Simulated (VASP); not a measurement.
# W in VASP: a series of runs

The runs below take W through single point, with PBE.

All numbers are computed with VASP 6.6.1; they aren't measurements. Logs are shortened: lines on timing, memory, paths and dates and some standing lists are left out, and cuts for length are marked.

### Step 1. The cell of the first run

The structure is trigonal, space group R-3m (No. 166). The conventional cell has a = 2.828 Å, b = 2.828 Å, c = 7.243 Å, α = 90.00°, β = 90.00°, γ = 120.00°. Within 3.7 Å of W (site symmetry -3m) lie 12 W at 2.83 to 2.91 Å.

### Step 2. Single point, PBE (equal xy, yz and zx shear strains of +3 %)

INCAR reads:

```
SYSTEM = W
PREC = Accurate ; ENCUT = 520
EDIFF = 1E-6 ; ISMEAR = -1
SIGMA = 0.05 ; LREAL = .FALSE.
LASPH = .TRUE. ; NELM = 60
ALGO = Normal ; ISIF = 2
LWAVE = .FALSE. ; LCHARG = .FALSE.
GGA = PE ; NBANDS = 13
```

KPOINTS reads:

```
regular mesh
0
G
  14 14 14
  0 0 0
```

POSCAR reads:

```
W
1.0
    0.0609000000      2.0604500000      2.0604500000
    2.0604500000      0.0609000000      2.0604500000
    2.0604500000      2.0604500000      0.0609000000
W
1
Direct
    0.0000000000      0.0000000000      0.0000000000
```

Potentials or basis: VASP PAW PBE potentials, release 64 (W_sv).

Launch:

```bash
$ cat potpaw_PBE.64/W_sv/POTCAR > POTCAR
$ mpirun -np 1 vasp_std > vasp.out
```

OUTCAR:

```text
SYSTEM = W
   PREC = Accurate
   ENCUT = 520
   EDIFF = 1E-6
   ISMEAR = -1
   LREAL = .FALSE.
   LASPH = .TRUE.
   NELM = 60
   ISIF = 2
   GGA = PE

 ion  position               nearest neighbor table
   1  0.000  0.000  0.000-

  LATTYP: Found a trigonal (rhomboedric) cell.
 ALAT       =     2.9145526612
 COS(alpha) =     0.5293254421

  Lattice vectors:

 A1 = (   0.0609000000,   2.0604500000,   2.0604500000)
 A2 = (   2.0604500000,   0.0609000000,   2.0604500000)
 A3 = (   2.0604500000,   2.0604500000,   0.0609000000)

Analysis of symmetry for initial positions (statically):
=====================================================================
 Subroutine PRICEL returns:
 Original cell was already a primitive cell.

 Routine SETGRP: Setting up the symmetry group for a
 trigonal (rhombohedral) supercell.

 Subroutine GETGRP returns: Found 12 space group operations
 (whereof 12 operations were pure point group operations)
 out of a pool of 12 trial point group operations.

The static configuration has the point symmetry D_3d.

Analysis of symmetry for dynamics (positions and initial velocities):
=====================================================================
 Subroutine PRICEL returns:
 Original cell was already a primitive cell.

 Routine SETGRP: Setting up the symmetry group for a
 trigonal (rhombohedral) supercell.

 Subroutine GETGRP returns: Found 12 space group operations
 (whereof 12 operations were pure point group operations)
 out of a pool of 12 trial point group operations.

The dynamic configuration has the point symmetry D_3d.

 Subroutine INISYM returns: Found 12 space group operations
 (whereof 12 operations are pure point group operations),
 and found     1 'primitive' translations

----------------------------------------------------------------------------------------

                                     Primitive cell

  volume of cell :      16.7197

  direct lattice vectors                    reciprocal lattice vectors
     0.060900000  2.060450000  2.060450000    -0.253697859  0.246414667  0.246414667
     2.060450000  0.060900000  2.060450000     0.246414667 -0.253697859  0.246414667
     2.060450000  2.060450000  0.060900000     0.246414667  0.246414667 -0.253697859

  length of vectors
     2.914552661  2.914552661  2.914552661     0.431048697  0.431048697  0.431048697

  position of ions in fractional coordinates (direct lattice)
     0.000000000  0.000000000  0.000000000

[... 77 lines left out ...]
   EDIFFG = 0.1E-04   stopping-criterion for IOM
   NSW    =      0    number of steps for IOM
   IBRION =     -1    ionic relax: 0-MD 1-quasi-New 2-CG
   NFREE  =      0    steps in history (QN), initial steepest desc. (CG)
   ISIF   =      2    stress and relaxation
   ISYM   =      2    0-nonsym 1-usesym 2-fastsym
   POTIM  = 0.5000    time-step for ionic-motion
   TEBEG  =    0.0;   TEEND  =   0.0 temperature during run
   PSTRESS=    0.0 pullay stress
   NELECT =      14.0000    total number of electrons
   NUPDOWN=      -1.0000    fix difference up-down
   EMIN   =  10.00;   EMAX   =-10.00  energy-range for DOS
   EFERMI =   0.00;   METHOD = LEGACY
   ISMEAR =    -1;   SIGMA  =   0.05  broadening in eV -4-tet -1-fermi 0-gaus
   EFERMI_NEDOS =   21; number of points for ismear=-14 and -15
   IALGO  =     38    algorithm
   IMIX   =      4    mixing-type and parameters
     AMIX     =   0.40;   BMIX     =  1.00
     AMIX_MAG =   1.60;   BMIX_MAG =  1.00
  volume/ion in A,a.u.               =      16.72       112.83
  Fermi-wavevector in a.u.,A,eV,Ry     =   1.543032  2.915908 32.394758  2.380948
  Thomas-Fermi vector in A             =   2.648752
   LORBIT       =      0    0 simple, 1 ext, 2 COOP (PROOUT), +10 PAW based schemes
   GGA     = PE    functional components
   LHFCALC =     F    Hartree Fock is set to
   AEXX    =    0.0000 exact exchange contribution
   IVDW    =     0    specifies the selected vdW correction
   LEPSILON=     F    determine dielectric tensor
   LRPA    =     F    only Hartree local field effects (RPA)
 non-spin polarized calculation
  energy-cutoff  :      520.00
  volume of cell :       16.72
 maximum number of plane-waves:       465
 NGX is ok and might be reduce to    24
   NGX = 11   NGY = 11   NGZ = 11

 number of electron      14.0000000 magnetization

 Free energy of the ion-electron system (eV)
  ---------------------------------------------------
  ext. energy  EPLUGINS =         0.00000000
  ---------------------------------------------------
  free energy    TOTEN  =       -12.48613633 eV

  energy without entropy =      -12.47775195  energy(sigma->0) =      -12.48194414

 E-fermi :  10.2710     XC(G=0): -13.3308

 val. band max:       10.2628132597   @ k =   0.2143   0.2143   0.0714
 cond. band min:      10.2773042547   @ k =  -0.1429   0.4286   0.0714
 fundamental gap:      0.0144909951
 Fermi energy:        10.2709967277

 k-point     1 :       0.0000    0.0000    0.0000
  band No.  band energies     occupation
      1     -63.4820      2.00000
      2     -27.2210      2.00000
      3     -27.0869      2.00000
      4     -27.0869      2.00000
      5       1.3438      2.00000
      6       9.1759      2.00000
      7       9.9364      1.99752
      8       9.9364      1.99752
      9      12.7778      0.00000
     10      12.7778      0.00000
     11      22.9813      0.00000
     12      27.4088      0.00000
     13      28.5350      0.00000
[... 354 lines left out ...]
  band No.  band energies     occupation
      1     -63.4222      2.00000
      2     -27.6684      2.00000
      3     -27.3370      2.00000
      4     -27.2402      2.00000
      5       4.0516      2.00000
      6       8.0261      2.00000
      7       9.9001      1.99880
      8      10.7200      0.00025
      9      12.2616      0.00000
     10      13.7042      0.00000
     11      24.7975      0.00000
     12      27.7574      0.00000
     13      29.2917      0.00000

 [... further k-points ...]
[... 5 lines left out ...]
  --------------------------------------------------------------------------------------
  -------------------------------------------------------------------------------------
  Total       -0.3908429     -0.3908429     -0.3908429      0.1341496      0.1341496      0.1341496
  in kB      -37.4528592    -37.4528592    -37.4528592     12.8550067     12.8550067     12.8550067
  external PRESSURE =     -37.4528592 kB  Pullay stress =       0.0000000 kB

 VOLUME and BASIS-vectors are now :
 -----------------------------------------------------------------------------
  energy-cutoff  :      520.00
  volume of cell :       16.72
      direct lattice vectors                 reciprocal lattice vectors
     0.060900000  2.060450000  2.060450000    -0.253697859  0.246414667  0.246414667
     2.060450000  0.060900000  2.060450000     0.246414667 -0.253697859  0.246414667
     2.060450000  2.060450000  0.060900000     0.246414667  0.246414667 -0.253697859

 POSITION                                       TOTAL-FORCE (eV/Angst)
 -----------------------------------------------------------------------------------
      0.00000      0.00000      0.00000        -0.000000      0.000000      0.000000
 -----------------------------------------------------------------------------------
    total drift:                                0.000000      0.000000     -0.000000

  FREE ENERGIE OF THE ION-ELECTRON SYSTEM (eV)
  ---------------------------------------------------
  free  energy   TOTEN  =       -12.4861363294 eV

  energy  without entropy=      -12.4777519465  energy(sigma->0) =      -12.48194414
```

OSZICAR:

```text
N       E                     dE             d eps       ncg     rms          rms(c)
DAV:   1     0.844561654445E+02    0.84456E+02   -0.74618E+03  7528   0.122E+03
DAV:   2    -0.114340614705E+02   -0.95890E+02   -0.92395E+02  8273   0.314E+02
DAV:   3    -0.131177226115E+02   -0.16837E+01   -0.16766E+01  8333   0.403E+01
DAV:   4    -0.131253361945E+02   -0.76136E-02   -0.76132E-02  8343   0.297E+00
DAV:   5    -0.131254053483E+02   -0.69154E-04   -0.69154E-04  8413   0.269E-01    0.184E+01
DAV:   6    -0.126160111567E+02    0.50939E+00   -0.44624E-01  7948   0.877E+00    0.705E+00
DAV:   7    -0.124905385492E+02    0.12547E+00   -0.21452E-01  8393   0.570E+00    0.612E-01
DAV:   8    -0.124861772200E+02    0.43613E-02   -0.39816E-03  7573   0.802E-01    0.767E-02
DAV:   9    -0.124861370613E+02    0.40159E-04   -0.10458E-04  9150   0.117E-01    0.449E-02
DAV:  10    -0.124861363294E+02    0.73192E-06   -0.80878E-06  7968   0.356E-02
   1 F= -.12486136E+02 E0= -.12481944E+02  d E =-.838438E-02
```

stdout:

```text
POSCAR found type information on POSCAR W
 POSCAR found :  1 types and       1 ions
 scaLAPACK will be used
 LDA part: xc-table for (Slater+PW92), standard interpolation
 POSCAR, INCAR and KPOINTS ok, starting setup
 FFT: planning ... GRIDC
 FFT: planning ... GRID_SOFT
 FFT: planning ... GRID
 WAVECAR not read
 entering main loop
```

It took 14 s on 1 thread of Intel Xeon 6975P-C (Granite Rapids), shared host; peak memory 0.18 GiB.

What came out:

* Free energy: -12.4861 eV
* Pressure: -3.7 GPa
* Band gap on the k mesh: zero (band 7 reaches 13.19 eV, above the bottom of band 8 at 9.87 eV)

Levels at points of the mesh, in eV from the Fermi level:
```csv
k point,band 5,band 6,band 7,band 8,band 9,band 10
"(0.00, 0.00, 0.00)",-8.93,-1.10,-0.33,-0.33,2.51,2.51
"(0.50, 0.00, 0.00)",-5.51,-1.23,-0.43,0.70,4.56,5.25
"(0.50, 0.50, 0.00)",-5.39,-4.44,2.92,4.75,5.53,5.70
"(0.50, 0.50, 0.50)",-5.63,-0.63,-0.63,0.11,4.73,4.73
```

Caveat: the cell differs from its parent crystal (equal xy, yz and zx shear strains of +3 %); spin-orbit coupling is left out, which moves the levels of the heavy elements.

### Step 3. Single point, PBE (volume scaled by 0.94)

INCAR reads:

```
PREC     = Accurate       # precision mode
ENCUT    = 520            # plane-wave cutoff, eV
EDIFF    = 1E-7           # SCF threshold, eV
ISMEAR   = -1             # smearing method
SIGMA    = 0.05           # smearing width, eV
LREAL    = F              # projectors in reciprocal space
LASPH    = T              # aspherical terms in the spheres
NELM     = 100            # most SCF steps
ALGO     = Normal         # electronic algorithm
ISIF     = 2              # what is computed and relaxed
LWAVE    = F              # write WAVECAR
LCHARG   = F              # write CHGCAR
GGA      = PE             # functional
NBANDS   = 13             # bands
```

KPOINTS reads:

```
Automatic mesh
0
Gamma
  14 14 14
```

POSCAR reads:

```
W
1.0
    0.0000000000      1.9885598007      1.9885598007
    1.9885598007      0.0000000000      1.9885598007
    1.9885598007      1.9885598007      0.0000000000
W
1
Direct
    0.0000000000      0.0000000000      0.0000000000
```

Potentials or basis: VASP PAW PBE potentials, release 64 (W_sv).

Launch:

```bash
$ cat potpaw_PBE.64/W_sv/POTCAR > POTCAR
$ mpirun -np 1 vasp_std > vasp.out
```

It took 17 s on 1 thread of Intel Xeon 8259CL, shared host; peak memory 0.15 GiB.

The run converged. Its results:

```
Free energy            : -12.4439 eV
Pressure               : 14.7 GPa
Band gap on the k mesh : zero (band 7 reaches 14.38 eV, above the bottom of band 8 at 10.47 eV)
```

Levels at points of the mesh, in eV from the Fermi level:
```csv
k point,band 5,band 6,band 7,band 8,band 9,band 10
"(0.00, 0.00, 0.00)",-9.19,-0.59,-0.59,-0.59,2.74,2.74
"(0.50, 0.00, 0.00)",-5.81,-0.83,-0.83,0.80,5.37,5.37
"(0.50, 0.50, 0.00)",-5.77,-4.77,3.32,5.34,6.16,6.16
```

Caveat: spin-orbit coupling is left out, which moves the levels of the heavy elements.
